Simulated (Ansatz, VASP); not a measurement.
## MoSe2: VASP beside Ansatz

```
Mo Se
1.0
     3.26933    0.00000    0.00000
    -1.63467    2.83132    0.00000
     0.00000    0.00000   13.10920
Mo Se
2 4
Cartesian
  0.0000 1.8875 3.2773
  1.6347 0.9438 9.8319
  0.0000 1.8875 8.1676
  1.6347 0.9438 1.6130
  0.0000 1.8875 11.4962
  1.6347 0.9438 4.9416
```

Alike in both runs: task single point; functional PBEsol; k mesh 12 × 12 × 2; occupations gaussian, width 0.02 eV; no spin polarisation.

|  | VASP | Ansatz |
| --- | --- | --- |
| version | VASP 6.6.1 | Ansatz 0.2.0 |
| potentials or method | VASP PAW PBE potentials, release 64 (Mo_sv, Se), cutoff 500 eV | scalar-relativistic, plane waves, PAW |
| valence electrons in the cell | 52 | 92 |

|  | VASP | Ansatz | Ansatz less VASP |
| --- | --- | --- | --- |
| gap on the k mesh at the Fermi level (eV) | 0.91 | 0.91 | +0.004 |
| least direct gap on the mesh (eV) | 1.49 | 1.49 | 0.000 |
| pressure (GPa) | 0.4 | 0.0 | -0.34 |
| traceless stress, the component that is largest in VASP (GPa) | 0.09 | 0.02 | -0.073 |
| rms of the force components (eV/Å) | 0.022 | 0.000 | -0.0215 |

VASP's potentials were made for PBE, not for PBEsol. Atom by atom the forces differ by 0.022 eV/Å (rms over components). The functional is the same, so the differences come from potentials, cutoffs and numerics. VASP's potentials hold 52 valence electrons a cell and Ansatz's 92, so a difference there can come from the potentials and not from the codes.
